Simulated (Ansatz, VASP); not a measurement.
## Two plane-wave programs on InPd

```
In Pd
1.0
     3.33606    0.00000    0.00000
     0.00000    3.33606    0.00000
     0.00000    0.00000    3.33606
In Pd
1 1
Direct
  0.00000 0.00000 0.00000
  0.50000 0.50000 0.50000
```

Alike in both runs: task single point; functional PBE; k mesh 10 × 10 × 10; occupations gaussian, width 0.05 eV; no spin polarisation.

|  | VASP | Ansatz |
| --- | --- | --- |
| version | VASP 6.6.1 | Ansatz 0.2.0 |
| potentials or method | VASP PAW PBE potentials, release 64 (In_d, Pd), cutoff 520 eV | scalar-relativistic, plane waves, PAW |
| valence electrons in the cell | 23 | 31 |

|  | VASP | Ansatz | Ansatz less VASP |
| --- | --- | --- | --- |
| gap on the k mesh at the Fermi level (eV) | none | none | - |
| pressure (GPa) | -2.5 | -2.5 | -0.02 |

A gap of «none» marks a metal or a gap that the smearing closes. With one functional, cell and mesh, what is left measures potentials, basis and numerics. VASP's potentials hold 23 valence electrons a cell and Ansatz's 31, so a difference there can come from the potentials and not from the codes.
